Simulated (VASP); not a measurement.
BiH2:

```xyz
3
Lattice="3.4545 0.0000 0.0000 -1.7272 2.9917 0.0000 0.0000 0.0000 5.0819" Properties=species:S:1:pos:R:3 pbc="T T T"
Bi    0.0000    0.0000    0.0000
H     0.0000    1.9945    3.6590
H     1.7273    0.9972    1.4229
```

- Program: VASP 6.6.1
- Task: relaxation of cell and atoms
- Functional: PBE
- Dispersion: D3(BJ)
- Potentials or basis: VASP PAW PBE potentials, release 64 (Bi_d, H)
- Cutoff: 600 eV
- k mesh: 6 × 6 × 4
- Occupations: gaussian, width 0.1 eV
- Spin: no spin polarisation

At the start: pressure -1.5 GPa; volume 17.51 Å³/atom.

Task: How do energy, volume and symmetry change on relaxing?

Result: Over 14 steps the energy falls by 316.9 meV/atom and the volume is 14.01 Å³/atom (-20.0 %); space group P-3m1 (No. 164, to 0.1 Å) before and after.

The path:
```tsv
step	energy change (eV)	largest force (eV/Å)	pressure (GPa)	volume (Å³)
1	0.0000	0.5013	-1.53	52.52
2	-0.1037	0.5095	-1.14	51.23
3	-0.4244	0.5322	-0.62	47.14
4	-0.8766	0.0334	5.13	37.95
5	-0.8955	0.2058	1.43	40.80
6	-0.9156	0.1206	2.79	39.56
7	-0.9152	0.1984	-2.23	42.45
8	-0.9330	0.1654	0.06	40.96
9	-0.9411	0.1310	-0.16	41.43
10	-0.9485	0.0403	-0.56	42.63
11	-0.9486	0.0490	-0.70	42.51
12	-0.9477	0.0378	1.13	41.53
13	-0.9499	0.0119	0.08	42.08
14	-0.9507	0.0057	-0.07	42.03
```

Final structure:
```cif
data_structure
_symmetry_space_group_name_H-M 'P 1'
_symmetry_Int_Tables_number 1
_cell_length_a 3.7050
_cell_length_b 3.7050
_cell_length_c 3.5355
_cell_angle_alpha 90.000
_cell_angle_beta 90.000
_cell_angle_gamma 120.000
_cell_volume 42.03
loop_
_atom_site_label
_atom_site_type_symbol
_atom_site_fract_x
_atom_site_fract_y
_atom_site_fract_z
_atom_site_occupancy
Bi1 Bi 0.00000 0.00000 0.00000 1
H1 H 0.33333 0.66667 0.79499 1
H2 H 0.66667 0.33333 0.20501 1
```

Caveat: the volume moved by over 15 % at a fixed basis, so the end points are rough.
